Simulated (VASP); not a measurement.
A run of VASP 6.6.1 is set up as follows.

Contents of INCAR:

```
PREC = Accurate
ENCUT = 520
EDIFF = 1E-6
ISMEAR = -1
SIGMA = 0.05
LREAL = False
LASPH = True
NELM = 150
ALGO = Normal
ISIF = 2
LWAVE = False
LCHARG = True
LNONCOLLINEAR = True
MAGMOM = 0 0 0 0 0 0
LORBIT = 11
LSORBIT = True
GGA_COMPAT = False
LORBMOM = True
GGA = PS
LVHAR = True
NBANDS = 30
```

File KPOINTS:

```
regular mesh
0
Gamma
  8 8 8
```

POSCAR

```
CdSe
1.0
    0.0000000000      2.8739580000      2.8739580000
    2.8739580000      0.0000000000      2.8739580000
    2.8739580000      2.8739580000      0.0000000000
Cd Se
1 1
Direct
    0.0000000000      0.0000000000      0.0000000000
    0.5000000000      0.5000000000      0.5000000000
```

Potentials or basis: VASP PAW PBE potentials, release 64 (Cd, Se).

Launch:

```sh
$ cat potpaw_PBE.64/Cd/POTCAR potpaw_PBE.64/Se/POTCAR > POTCAR
$ mpirun -np 1 vasp_ncl > vasp.out
```

(1) Estimate the net moment.

(2) Predict the pressure.

Answers

(1) 0.00 μB per cell.

(2) -3.5 GPa.

Caveat: the cell stands under tension; the PAW data sets were made with another functional, which shifts forces and pressure a little.
